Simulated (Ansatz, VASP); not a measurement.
## Sb in VASP and in Ansatz

INCAR

```
SYSTEM = Sb
PREC = Accurate
ENCUT = 520
EDIFF = 1E-6
ISMEAR = 0
SIGMA = 0.15
LREAL = .False.
LASPH = .True.
NELM = 80
ALGO = Normal
ISIF = 2
LWAVE = .False.
LCHARG = .False.
GGA = PS
NBANDS = 8
```

Contents of KPOINTS:

```
regular mesh
0
Gamma
  18 18 18
  0 0 0
```

Contents of POSCAR:

```
Sb
1.0
    0.0000000000      2.3712425216      2.3712425216
    2.1933993325      0.0000000000      2.3712425216
    2.1933993325      2.3712425216      0.0000000000
Sb
1
Direct
    0.0000000000      0.0000000000      0.0000000000
```

Input for Ansatz:

```yaml
crystal:
  lattice:
    - [0.0, 2.3712425216, 2.3712425216]
    - [2.1933993325, 0.0, 2.3712425216]
    - [2.1933993325, 2.3712425216, 0.0]
  atoms:
    - { symbol: Sb, position: [0.0, 0.0, 0.0] }
basis:
  ecutwfc: 420
kpoints:
  mp_grid: { grid: [18, 18, 18] }
hamiltonian:
  xc: pbesol
scf:
  occupations: { method: gaussian, width: 0.15 }
output:
  forces: true
  stress: true
  eigenvalues: true
```

Change from the starting cell: strain -0.0750 x Voigt [1, 0, 0, 0, 0, 0], atoms carried along.

Alike in both runs: task single point; functional PBEsol; k mesh 18 × 18 × 18; occupations gaussian, width 0.15 eV; no spin polarisation.

|  | VASP | Ansatz |
| --- | --- | --- |
| version | VASP 6.6.1 | Ansatz 0.2.0 |
| potentials or method | VASP PAW PBE potentials, release 64 (Sb), cutoff 520 eV | scalar-relativistic, plane waves, PAW |
| valence electrons in the cell | 5 | 15 |

```csv
,VASP,Ansatz,Ansatz less VASP
gap on the k mesh at the Fermi level (eV),none,none,-
pressure (GPa),4.6,4.6,-0.03
"traceless stress, the component that is largest in VASP (GPa)",-1.86,-1.86,-0.008
```

VASP's potentials were made for PBE, not for PBEsol. A gap of «none» marks a metal or a gap that the smearing closes. VASP's potentials hold 5 valence electrons a cell and Ansatz's 15, so a difference there can come from the potentials and not from the codes.

Spin-orbit coupling is off throughout.
